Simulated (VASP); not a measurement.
C: single point with PBEsol

C:

```
C
1.0
     2.49909    0.00000    0.00000
    -1.24955    2.16428    0.00000
     0.00000    0.00000    4.11898
C
4
Direct
  0.33333 0.66667 0.99974
  0.66667 0.33333 0.49974
  0.33333 0.66667 0.37426
  0.66667 0.33333 0.87426
```

```yaml
Program: VASP 6.6.1
Task: single point
Functional: PBEsol
Potentials_or_basis: VASP PAW PBE potentials, release 64 (C)
Cutoff: 520 eV
k_mesh: 9 × 9 × 6
Occupations: gaussian, width 0.01 eV
Spin: no spin polarisation
Dipole_correction: no
Further_INCAR_settings: ALGO = Normal; EDIFF = 1e-06; NBANDS = 16
```

```json
{
 "Pressure": "5.8 GPa",
 "Band gap on the k mesh": "3.03 eV, indirect (least direct gap 4.81 eV)"
}
```

Forces in eV/Å, atoms in the order of the input:
```
C    0.000  0.000  0.002
C    0.000  0.000  0.002
C    0.000  0.000 -0.002
C    0.000  0.000 -0.002
```

Stress tensor (GPa, compression positive):
```
 1.20  0.00  0.00
 0.00  1.20  0.00
 0.00  0.00 15.03
```

Levels at points of the mesh, in eV from the valence-band top:
| k point | band 5 | band 6 | band 7 | band 8 | band 9 | band 10 | band 11 | band 12 |
| --- | --- | --- | --- | --- | --- | --- | --- | --- |
| (0.00, 0.00, 0.00) | -3.27 | -0.51 | 0.00 | 0.00 | 4.81 | 4.81 | 5.60 | 8.07 |
| (0.00, 0.00, 0.50) | -1.97 | -1.97 | -1.97 | -1.97 | 7.19 | 7.19 | 7.19 | 7.19 |

Wall time 7.1 s on 1 thread of AMD EPYC 9R45 96-Core Processor (Zen 5), with other jobs on the host, peak memory 0.1 GiB.

Caveat: the PAW data sets were made with another functional, which shifts forces and pressure a little. Expect the measured gap to be larger: semilocal functionals such as PBEsol lack the derivative discontinuity.
